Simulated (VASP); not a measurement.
# BaSi3 (Pm-3m) in VASP: notebook

BaSi3 is run at these levels: PBE, PBEsol; tasks: single point.

All numbers are computed with VASP 6.6.1; they aren't measurements. Logs are shortened: lines on timing, memory, paths and dates and some standing lists are left out, and cuts for length are marked.

**1. The cell of the first run**

It takes space group Pm-3m (No. 221, cubic). The conventional cell has a = 4.487 Å, b = 4.487 Å, c = 4.487 Å, α = 90.00°, β = 90.00°, γ = 90.00°. Ba (site symmetry m-3m) has 12 Si at 3.17 Å within 4.2 Å. Within 4.2 Å of Si (site symmetry 4/mmm) lie 4 Ba at 3.17 Å and 8 Si at 3.17 Å.

**2. Single point, PBE**

INCAR reads:

```
ALGO = Normal
EDIFF = 1E-7
ENCUT = 520
GGA = PE
ISIF = 2
ISMEAR = 0
LASPH = True
LCHARG = False
LREAL = False
LWAVE = False
NBANDS = 19
NELM = 80
PREC = Accurate
SIGMA = 0.05
```

KPOINTS reads:

```
k-points
0
Gamma
  8 8 8
```

POSCAR reads:

```
BaSi3
1.0
    4.4872196948      0.0000000000      0.0000000000
    0.0000000000      4.4872196948      0.0000000000
    0.0000000000      0.0000000000      4.4872196948
Ba Si
1 3
Direct
    0.0000000000      0.0000000000      0.0000000000
    0.0000000000      0.5000000000      0.5000000000
    0.5000000000      0.5000000000      0.0000000000
    0.5000000000      0.0000000000      0.5000000000
```

Potentials or basis: VASP PAW PBE potentials, release 64 (Ba_sv, Si).

Command:

```
cat potpaw_PBE.64/Ba_sv/POTCAR potpaw_PBE.64/Si/POTCAR > POTCAR
mpirun -np 1 vasp_std > vasp.out
```

OUTCAR:

```text
EDIFF = 1E-7
   ENCUT = 520
   GGA = PE
   ISIF = 2
   ISMEAR = 0
   LASPH = True
   LREAL = False
   NELM = 80
   PREC = Accurate

 ion  position               nearest neighbor table
   1  0.000  0.000  0.000-   2 3.17   3 3.17   4 3.17   2 3.17   4 3.17   2 3.17   3 3.17   2 3.17
                             3 3.17   4 3.17   4 3.17   3 3.17
   2  0.000  0.500  0.500-   1 3.17   1 3.17   1 3.17   1 3.17
   3  0.500  0.500  0.000-   1 3.17   1 3.17   1 3.17   1 3.17
   4  0.500  0.000  0.500-   1 3.17   1 3.17   1 3.17   1 3.17

  LATTYP: Found a simple cubic cell.
 ALAT       =     4.4872196948

  Lattice vectors:

 A1 = (   4.4872196948,   0.0000000000,   0.0000000000)
 A2 = (   0.0000000000,   4.4872196948,   0.0000000000)
 A3 = (   0.0000000000,   0.0000000000,   4.4872196948)

Analysis of symmetry for initial positions (statically):
=====================================================================
 Subroutine PRICEL returns:
 Original cell was already a primitive cell.

 Routine SETGRP: Setting up the symmetry group for a
 simple cubic supercell.

 Subroutine GETGRP returns: Found 48 space group operations
 (whereof 48 operations were pure point group operations)
 out of a pool of 48 trial point group operations.

The static configuration has the point symmetry O_h .

Analysis of symmetry for dynamics (positions and initial velocities):
=====================================================================
 Subroutine PRICEL returns:
 Original cell was already a primitive cell.

 Routine SETGRP: Setting up the symmetry group for a
 simple cubic supercell.

 Subroutine GETGRP returns: Found 48 space group operations
 (whereof 48 operations were pure point group operations)
 out of a pool of 48 trial point group operations.

The dynamic configuration has the point symmetry O_h .

 Subroutine INISYM returns: Found 48 space group operations
 (whereof 48 operations are pure point group operations),
 and found     1 'primitive' translations

----------------------------------------------------------------------------------------

                                     Primitive cell

  volume of cell :      90.3508

  direct lattice vectors                    reciprocal lattice vectors
     4.487219695  0.000000000  0.000000000     0.222855146  0.000000000  0.000000000
     0.000000000  4.487219695  0.000000000     0.000000000  0.222855146  0.000000000
     0.000000000  0.000000000  4.487219695     0.000000000  0.000000000  0.222855146

  length of vectors
     4.487219695  4.487219695  4.487219695     0.222855146  0.222855146  0.222855146

  position of ions in fractional coordinates (direct lattice)
     0.000000000  0.000000000  0.000000000
     0.000000000  0.500000000  0.500000000
     0.500000000  0.500000000  0.000000000
     0.500000000  0.000000000  0.500000000

  ion indices of the primitive-cell ions
   primitive index   ion index
                 1           1
                 2           2
                 3           3
                 4           4

----------------------------------------------------------------------------------------

 KPOINTS: k-points

Automatic generation of k-mesh.
 Grid dimensions read from file:
 generate k-points for:    8    8    8

 Generating k-lattice:

  Cartesian coordinates                     Fractional coordinates (reciprocal lattice)
     0.027856893  0.000000000  0.000000000     0.125000000  0.000000000  0.000000000
     0.000000000  0.027856893  0.000000000     0.000000000  0.125000000  0.000000000
     0.000000000  0.000000000  0.027856893     0.000000000  0.000000000  0.125000000

  Length of vectors
     0.027856893  0.027856893  0.027856893

  Shift w.r.t. Gamma in fractional coordinates (k-lattice)
     0.000000000  0.000000000  0.000000000

 Subroutine IBZKPT returns following result:
 ===========================================

 Found     35 irreducible k-points:

 Following reciprocal coordinates:
            Coordinates               Weight
  0.000000  0.000000  0.000000      1.000000
  0.125000  0.000000  0.000000      6.000000
  0.250000  0.000000  0.000000      6.000000
  0.375000  0.000000  0.000000      6.000000
  0.500000  0.000000  0.000000      3.000000
  0.125000  0.125000  0.000000     12.000000
[... 16 lines left out ...]
  0.375000  0.375000  0.125000     24.000000
  0.500000  0.375000  0.125000     24.000000
 [... further k-points ...]
   k-points           NKPTS =     35   k-points in BZ     NKDIM =     35   number of bands    NBANDS=     19
   number of dos      NEDOS =    301   number of ions     NIONS =      4
   total plane-waves  NPLWV =  46656
   dimension x,y,z NGX =    36 NGY =   36 NGZ =   36
   dimension x,y,z NGXF=    72 NGYF=   72 NGZF=   72
   ions per type =               1   3
   NGX,Y,Z   is equivalent  to a cutoff of  13.34, 13.34, 13.34 a.u.
   NGXF,Y,Z  is equivalent  to a cutoff of  26.68, 26.68, 26.68 a.u.
 SYSTEM =  unknown system
   PREC   = accura    normal or accurate (medium, high low for compatibility)
   ISTART =      0    job   : 0-new  1-cont  2-samecut
   ICHARG =      2    charge: 1-file 2-atom 10-const
   ISPIN  =      1    spin polarized calculation?
   LNONCOLLINEAR =      F non collinear calculations
   LSORBIT =      F    spin-orbit coupling
   LASPH  =      T    aspherical Exc in radial PAW
   ENCUT  =  520.0 eV  38.22 Ry    6.18 a.u.   8.34  8.34  8.34*2*pi/ulx,y,z
   NELM   =     80;   NELMIN=  2; NELMDL= -5     # of ELM steps
   EDIFF  = 0.1E-06   stopping-criterion for ELM
   LREAL  =      F    real-space projection
   EDIFFG = 0.1E-05   stopping-criterion for IOM
   NSW    =      0    number of steps for IOM
   IBRION =     -1    ionic relax: 0-MD 1-quasi-New 2-CG
   NFREE  =      0    steps in history (QN), initial steepest desc. (CG)
   ISIF   =      2    stress and relaxation
   ISYM   =      2    0-nonsym 1-usesym 2-fastsym
   POTIM  = 0.5000    time-step for ionic-motion
   TEBEG  =    0.0;   TEEND  =   0.0 temperature during run
   PSTRESS=    0.0 pullay stress
   NELECT =      22.0000    total number of electrons
   NUPDOWN=      -1.0000    fix difference up-down
   EMIN   =  10.00;   EMAX   =-10.00  energy-range for DOS
   EFERMI =   0.00;   METHOD = LEGACY
   ISMEAR =     0;   SIGMA  =   0.05  broadening in eV -4-tet -1-fermi 0-gaus
   EFERMI_NEDOS =   21; number of points for ismear=-14 and -15
   IALGO  =     38    algorithm
   IMIX   =      4    mixing-type and parameters
     AMIX     =   0.40;   BMIX     =  1.00
     AMIX_MAG =   1.60;   BMIX_MAG =  1.00
  volume/ion in A,a.u.               =      22.59       152.43
  Fermi-wavevector in a.u.,A,eV,Ry     =   1.022284  1.931837 14.218977  1.045065
  Thomas-Fermi vector in A             =   2.155955
   LORBIT       =      0    0 simple, 1 ext, 2 COOP (PROOUT), +10 PAW based schemes
   GGA     = PE    functional components
   LHFCALC =     F    Hartree Fock is set to
   AEXX    =    0.0000 exact exchange contribution
   IVDW    =     0    specifies the selected vdW correction
   LEPSILON=     F    determine dielectric tensor
   LRPA    =     F    only Hartree local field effects (RPA)
 non-spin polarized calculation
 Gauss-broadening in eV      SIGMA  =   0.05
  energy-cutoff  :      520.00
  volume of cell :       90.35
 maximum number of plane-waves:      2469
 NGX is ok and might be reduce to    36
   NGX = 17   NGY = 17   NGZ = 17

 number of electron      22.0000002 magnetization

 Free energy of the ion-electron system (eV)
  ---------------------------------------------------
  ext. energy  EPLUGINS =         0.00000000
  ---------------------------------------------------
  free energy    TOTEN  =       -16.56420918 eV

  energy without entropy =      -16.56172610  energy(sigma->0) =      -16.56296764

 E-fermi :   5.3072     XC(G=0):  -9.9829

 val. band max:        5.3002037077   @ k =   0.5000   0.1250   0.0000
 cond. band min:       5.3583086824   @ k =   0.1250   0.1250   0.0000
 fundamental gap:      0.0581049747
 Fermi energy:         5.3071896018

 k-point     1 :       0.0000    0.0000    0.0000
  band No.  band energies     occupation
      1     -21.2130      2.00000
      2      -6.7106      2.00000
      3      -6.7106      2.00000
      4      -6.7106      2.00000
      5      -4.5088      2.00000
      6       0.1433      2.00000
[... 11 lines left out ...]
     18       8.5343      0.00000
     19       8.5343      0.00000

 k-point     2 :       0.1250    0.0000    0.0000
  band No.  band energies     occupation
      1     -21.2094      2.00000
      2      -6.8748      2.00000
      3      -6.6992      2.00000
      4      -6.6992      2.00000
      5      -4.2763      2.00000
      6      -0.0566      2.00000
[... 11 lines left out ...]
     18       9.1067      0.00000
     19       9.6147      0.00000

 k-point     3 :       0.2500    0.0000    0.0000
  band No.  band energies     occupation
      1     -21.2007      2.00000
      2      -7.1948      2.00000
      3      -6.6714      2.00000
      4      -6.6714      2.00000
      5      -3.7284      2.00000
      6      -0.6255      2.00000
[... 11 lines left out ...]
     18       9.3631      0.00000
     19      10.5457      0.00000

 k-point     4 :       0.3750    0.0000    0.0000
  band No.  band energies     occupation
      1     -21.1919      2.00000
      2      -7.4535      2.00000
      3      -6.6430      2.00000
      4      -6.6430      2.00000
      5      -3.0309      2.00000
      6      -1.4085      2.00000
[... 11 lines left out ...]
     18       9.9140      0.00000
     19      11.9549      0.00000

 k-point     5 :       0.5000    0.0000    0.0000
  band No.  band energies     occupation
      1     -21.1882      2.00000
      2      -7.5492      2.00000
      3      -6.6312      2.00000
      4      -6.6312      2.00000
      5      -2.3008      2.00000
      6      -2.1826      2.00000
[... 11 lines left out ...]
     18      10.4268      0.00000
     19      11.6086      0.00000

 k-point     6 :       0.1250    0.1250    0.0000
  band No.  band energies     occupation
      1     -21.2058      2.00000
      2      -6.9078      2.00000
      3      -6.7998      2.00000
      4      -6.6880      2.00000
      5      -4.0657      2.00000
      6      -0.0670      2.00000
[... 11 lines left out ...]
     18       9.4983      0.00000
     19       9.5167      0.00000

 k-point     7 :       0.2500    0.1250    0.0000
  band No.  band energies     occupation
      1     -21.1972      2.00000
      2      -7.1746      2.00000
      3      -6.7944      2.00000
      4      -6.6607      2.00000
      5      -3.5585      2.00000
      6      -0.5724      2.00000
[... 11 lines left out ...]
     18       9.9097      0.00000
     19      10.1827      0.00000

 k-point     8 :       0.3750    0.1250    0.0000
  band No.  band energies     occupation
      1     -21.1885      2.00000
      2      -7.4200      2.00000
      3      -6.7573      2.00000
      4      -6.6329      2.00000
      5      -2.9032      2.00000
      6      -1.3466      2.00000
[... 256 lines left out ...]
 k-point    20 :       0.2500    0.2500    0.1250
  band No.  band energies     occupation
      1     -21.1855      2.00000
      2      -7.1507      2.00000
      3      -6.9829      2.00000
      4      -6.7354      2.00000
      5      -3.0360      2.00000
      6      -0.4760      2.00000
[... 11 lines left out ...]
     18       9.7866      0.00000
     19      10.5022      0.00000

 k-point    21 :       0.3750    0.2500    0.1250
  band No.  band energies     occupation
      1     -21.1772      2.00000
      2      -7.3060      2.00000
      3      -6.9840      2.00000
      4      -6.7005      2.00000
      5      -2.5726      2.00000
      6      -1.1215      2.00000
[... 11 lines left out ...]
     18      10.3561      0.00000
     19      11.5886      0.00000

 k-point    22 :       0.5000    0.2500    0.1250
  band No.  band energies     occupation
      1     -21.1738      2.00000
      2      -7.3845      2.00000
      3      -6.9623      2.00000
      4      -6.6855      2.00000
      5      -2.2415      2.00000
      6      -1.5339      2.00000
[... 11 lines left out ...]
     18      11.5126      0.00000
     19      11.8671      0.00000

 k-point    23 :       0.3750    0.3750    0.1250
  band No.  band energies     occupation
      1     -21.1692      2.00000
      2      -7.2398      2.00000
      3      -7.1686      2.00000
      4      -6.6682      2.00000
      5      -2.3916      2.00000
      6      -1.0289      2.00000
[... 11 lines left out ...]
     18      11.3657      0.00000
     19      12.1347      0.00000

 k-point    24 :       0.5000    0.3750    0.1250
  band No.  band energies     occupation
      1     -21.1659      2.00000
      2      -7.2857      2.00000
      3      -7.1641      2.00000
      4      -6.6543      2.00000
      5      -2.3320      2.00000
      6      -1.1033      2.00000
[... 11 lines left out ...]
     18      11.3911      0.00000
     19      11.9580      0.00000

 [... further k-points ...]
[... 5 lines left out ...]
  --------------------------------------------------------------------------------------
  -------------------------------------------------------------------------------------
  Total        0.4539353      0.4539353      0.4539353      0.0000000     -0.0000000      0.0000000
  in kB        8.0495673      8.0495673      8.0495673      0.0000000     -0.0000000      0.0000000
  external PRESSURE =       8.0495673 kB  Pullay stress =       0.0000000 kB

 VOLUME and BASIS-vectors are now :
 -----------------------------------------------------------------------------
  energy-cutoff  :      520.00
  volume of cell :       90.35
      direct lattice vectors                 reciprocal lattice vectors
     4.487219695  0.000000000  0.000000000     0.222855146  0.000000000  0.000000000
     0.000000000  4.487219695  0.000000000     0.000000000  0.222855146  0.000000000
     0.000000000  0.000000000  4.487219695     0.000000000  0.000000000  0.222855146

 POSITION                                       TOTAL-FORCE (eV/Angst)
 -----------------------------------------------------------------------------------
      0.00000      0.00000      0.00000         0.000000      0.000000      0.000000
      0.00000      2.24361      2.24361         0.000000      0.000000      0.000000
      2.24361      2.24361      0.00000         0.000000      0.000000      0.000000
      2.24361      0.00000      2.24361         0.000000      0.000000      0.000000
 -----------------------------------------------------------------------------------
    total drift:                               -0.000000     -0.000000      0.000000

  FREE ENERGIE OF THE ION-ELECTRON SYSTEM (eV)
  ---------------------------------------------------
  free  energy   TOTEN  =       -16.5642091784 eV

  energy  without entropy=      -16.5617260986  energy(sigma->0) =      -16.56296764
```

Run time: 20 s. Hardware: 1 thread of Intel Xeon 6975P-C (Granite Rapids), shared host; peak memory 0.23 GiB.

Results:

- Free energy: -16.5642 eV
- Pressure: 0.8 GPa
- Band gap on the k mesh: zero (band 11 reaches 6.98 eV, above the bottom of band 12 at 5.00 eV)

Levels at points of the mesh, in eV from the Fermi level:
```tsv
k point	band 9	band 10	band 11	band 12	band 13	band 14
(0.00, 0.00, 0.00)	-1.84	-1.84	1.68	1.68	1.68	2.86
(0.50, 0.00, 0.00)	-2.37	-1.63	0.52	0.52	1.02	1.13
(0.50, 0.50, 0.00)	-1.12	-1.12	-0.60	-0.14	1.27	1.27
(0.50, 0.50, 0.50)	-1.39	-1.39	-1.39	4.34	4.89	4.89
```

Caveat: spin-orbit coupling is left out, which moves the levels of the heavy elements.

**3. Single point, PBEsol**

INCAR reads:

```
  PREC = Accurate
  ENCUT = 520
  EDIFF = 1E-6
  ISMEAR = 0
  SIGMA = 0.05
  LREAL = False
  LASPH = True
  NELM = 60
  ALGO = Normal
  ISIF = 2
  LWAVE = False
  LCHARG = True
  GGA = PS
  LELF = True
  LVHAR = True
  NBANDS = 19
```

KPOINTS reads:

```
Automatic mesh
0
Gamma
  8 8 8
```

POSCAR is that of step 2.

Potentials or basis: VASP PAW PBE potentials, release 64 (Ba_sv, Si).

Command:

```
cat potpaw_PBE.64/Ba_sv/POTCAR potpaw_PBE.64/Si/POTCAR > POTCAR
mpirun -np 1 vasp_std > vasp.out
```

Run time: 19 s. Hardware: 1 thread of Intel Xeon 6975P-C (Granite Rapids), shared host; peak memory 0.22 GiB.

The run converged. Its results:

```yaml
Free_energy: -18.1821 eV
Pressure: -1.8 GPa
Band_gap_on_the_k_mesh: zero (band 11 reaches 6.92 eV, above the bottom of band 12 at 4.93 eV)
```

Levels at points of the mesh, in eV from the Fermi level:
| k point | band 9 | band 10 | band 11 | band 12 | band 13 | band 14 |
| --- | --- | --- | --- | --- | --- | --- |
| (0.00, 0.00, 0.00) | -1.83 | -1.83 | 1.70 | 1.70 | 1.70 | 2.82 |
| (0.50, 0.00, 0.00) | -2.37 | -1.65 | 0.54 | 0.54 | 1.02 | 1.13 |
| (0.50, 0.50, 0.00) | -1.13 | -1.13 | -0.60 | -0.14 | 1.29 | 1.29 |
| (0.50, 0.50, 0.50) | -1.37 | -1.37 | -1.37 | 4.26 | 4.92 | 4.92 |

Caveat: the PAW data sets were made with another functional, which shifts forces and pressure a little; spin-orbit coupling is left out, which moves the levels of the heavy elements.
